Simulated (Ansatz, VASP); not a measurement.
**One calculation of CaBr, two programs**

```
Ca Br
1.0
     3.72641    0.00000    0.00000
    -1.86320    3.22716    0.00000
     0.00000    0.00000    4.12979
Ca Br
1 1
Cartesian
  0.0000 0.0000 0.0000
  0.0000 2.1514 2.0649
```

Alike in both runs: task single point; functional PBE; k mesh 6 × 6 × 4; occupations gaussian, width 0.1 eV; no spin polarisation.

|  | VASP | Ansatz |
| --- | --- | --- |
| version | VASP 6.6.1 | Ansatz 0.2.0 |
| potentials or method | VASP PAW PBE potentials, release 64 (Ca_sv, Br), cutoff 500 eV | scalar-relativistic, plane waves, PAW |
| valence electrons in the cell | 17 | 17 |

|  | VASP | Ansatz | Ansatz less VASP |
| --- | --- | --- | --- |
| gap on the k mesh at the Fermi level (eV) | none | none | - |
| pressure (GPa) | 5.4 | 5.3 | -0.12 |
| traceless stress, the component that is largest in VASP (GPa) | 0.28 | 0.23 | -0.049 |

A gap of «none» marks a metal or a gap that the smearing closes. The functional is the same, so the differences come from potentials, cutoffs and numerics.

The k mesh is coarse, so the values compare programs but aren't converged.
